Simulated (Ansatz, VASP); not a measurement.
**One calculation of LiH, two programs**

```
CELL_PARAMETERS angstrom
0.00000 1.97152 2.03250
2.03250 0.00000 2.03250
2.03250 1.97152 0.00000
ATOMIC_POSITIONS crystal
Li 0.00000 0.00000 0.00000
H 0.50000 0.50000 0.50000
```

Change from the starting cell: strain -0.0300 x Voigt [0, 1, 0, 0, 0, 0], atoms carried along.

Alike in both runs: task single point; functional PBE; k mesh 10 × 10 × 10; occupations gaussian, width 0.05 eV; no spin polarisation.

|  | VASP | Ansatz |
| --- | --- | --- |
| version | VASP 6.6.1 | Ansatz 0.2.0 |
| potentials or method | VASP PAW PBE potentials, release 64 (Li_sv, H), cutoff 750 eV | scalar-relativistic, plane waves, PAW |
| valence electrons in the cell | 4 | 4 |

```csv
,VASP,Ansatz,Ansatz less VASP
gap on the k mesh at the Fermi level (eV),2.70,2.71,+0.004
least direct gap on the mesh (eV),2.93,2.94,+0.005
pressure (GPa),-0.6,-0.4,+0.19
"traceless stress, the component that is largest in VASP (GPa)",1.40,1.40,-0.001
```

With one functional, cell and mesh, what is left measures potentials, basis and numerics.
